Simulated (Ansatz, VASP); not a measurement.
One calculation of Re, two programs

INCAR

```
SYSTEM = Re
ALGO = Normal ; EDIFF = 1E-7
ENCUT = 520 ; GGA = RE
ISIF = 2 ; ISMEAR = -1
LASPH = .True. ; LCHARG = .False.
LREAL = .False. ; LWAVE = .False.
NBANDS = 10 ; NELM = 80
PREC = Accurate ; SIGMA = 0.1
```

Contents of KPOINTS:

```
k-points
0
Gamma
  16 16 16
  0 0 0
```

The input POSCAR:

```
Re
1.0
   -1.5396174057      1.5396174057      1.5396174057
    1.5396174057     -1.5396174057      1.5396174057
    1.5396174057      1.5396174057     -1.5396174057
Re
1
Direct
    0.0000000000      0.0000000000      0.0000000000
```

Input for Ansatz:

```yaml
crystal:
  lattice:
    - [-1.5396174057, 1.5396174057, 1.5396174057]
    - [1.5396174057, -1.5396174057, 1.5396174057]
    - [1.5396174057, 1.5396174057, -1.5396174057]
  atoms:
    - { symbol: Re, position: [0.0, 0.0, 0.0] }
hamiltonian:
  xc: revpbe
  pseudopotentials:
    kind: paw
    azcp:
      Re: "pseudopotentials/Re.paw.azcp"
basis:
  ecutwfc: 420
  fft_grid_basis: typed
kpoints:
  mp_grid: { grid: [16, 16, 16], shift: [0, 0, 0] }
magnetization:
  spin_polarized: false
scf:
  occupations: { method: fermi_dirac, width: 0.1 }
  lower_state_search: "off"
output:
  stress: true
```

Alike in both runs: task single point; functional revPBE; k mesh 16 × 16 × 16; occupations fermi-dirac, width 0.1 eV; no spin polarisation.

|  | VASP | Ansatz |
| --- | --- | --- |
| version | VASP 6.6.1 | Ansatz 0.2.0 |
| potentials or method | VASP PAW PBE potentials, release 64 (Re), cutoff 520 eV | plane waves (420 eV) with PAW, scalar-relativistic |
| valence electrons in the cell | 7 | 15 |

|  | VASP | Ansatz | Ansatz less VASP |
| --- | --- | --- | --- |
| pressure (GPa) | 15.3 | 15.8 | +0.44 |

VASP's potentials were made for PBE, not for revPBE. VASP's potentials hold 7 valence electrons a cell and Ansatz's 15, so a difference there can come from the potentials and not from the codes.

Neither program's run includes spin-orbit coupling.
